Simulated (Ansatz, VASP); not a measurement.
**Two plane-wave programs on W**

```
CELL_PARAMETERS angstrom
-1.51744 1.51744 1.51744
1.51744 -1.51744 1.51744
1.51744 1.51744 -1.51744
ATOMIC_POSITIONS crystal
W 0.00000 0.00000 0.00000
```

Change from the starting cell: strain -0.050 along x and y, -0.050 along z, atoms carried along.

Alike in both runs: task single point; functional r2SCAN; k mesh 20 × 20 × 20; occupations gaussian, width 0.15 eV; no spin polarisation.

```csv
,VASP,Ansatz
version,VASP 6.6.1,Ansatz 0.2.0
potentials or method,"VASP PAW PBE potentials, release 64 (W_sv), cutoff 520 eV","scalar-relativistic, plane waves, PAW"
valence electrons in the cell,14,14
```

Ansatz gave:

```
gap on the k mesh at the Fermi level (eV) : none
pressure (GPa)                            : 53.9
```

**Question.** What did VASP give for the same quantities?

**Answer.** gap on the k mesh at the Fermi level (eV): none; pressure (GPa): 56.2.

VASP's potentials were made for PBE, not for r2SCAN. A gap of «none» marks a metal or a gap that the smearing closes. Both programs put the cell under a high pressure, so it lies far from rest at this level. The functional is the same, so the differences come from potentials, cutoffs and numerics.

Neither program's run includes spin-orbit coupling.
